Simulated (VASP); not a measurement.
A run of VASP 6.6.1 is set up as follows.

Contents of INCAR:

```
SYSTEM = HfO2
  PREC = Accurate
  ENCUT = 520
  EDIFF = 1E-8
  ISMEAR = -1
  SIGMA = 0.01
  LREAL = .FALSE.
  LASPH = .TRUE.
  NELM = 100
  ALGO = Normal
  ISIF = 2
  LWAVE = .FALSE.
  LCHARG = .FALSE.
  LEFG = .TRUE.
  NBANDS = 18
```

Contents of KPOINTS:

```
regular mesh
0
G
  9 9 9
  0 0 0
```

File POSCAR:

```
HfO2
1.0
    0.0000000000      2.5911551753      2.5911551753
    2.5911551753      0.0000000000      2.5911551753
    2.5911551753      2.5911551753      0.0000000000
Hf O
1 2
Direct
    0.0000000000      0.0000000000      0.0000000000
    0.2500000000      0.2500000000      0.2500000000
    0.7500000000      0.7500000000      0.7500000000
```

Potentials or basis: VASP PAW LDA potentials, release 64 (Hf_pv, O).

Run with:

```sh
$ cat potpaw_LDA.64/Hf_pv/POTCAR potpaw_LDA.64/O/POTCAR > POTCAR
$ mpirun -np 1 vasp_std > vasp.out
```

Task: What does it give for the band gap on the k mesh?

Result: 3.52 eV, indirect (least direct gap 3.64 eV).

Task: What does it give for the pressure?

Result: -26.6 GPa.

Caveat: without QUAD_EFG the Cq values of the log hold for a quadrupole moment of 1 mb, not for the nuclei; spin-orbit coupling is left out, which moves the levels of the heavy elements. A k mesh can miss the band edges.
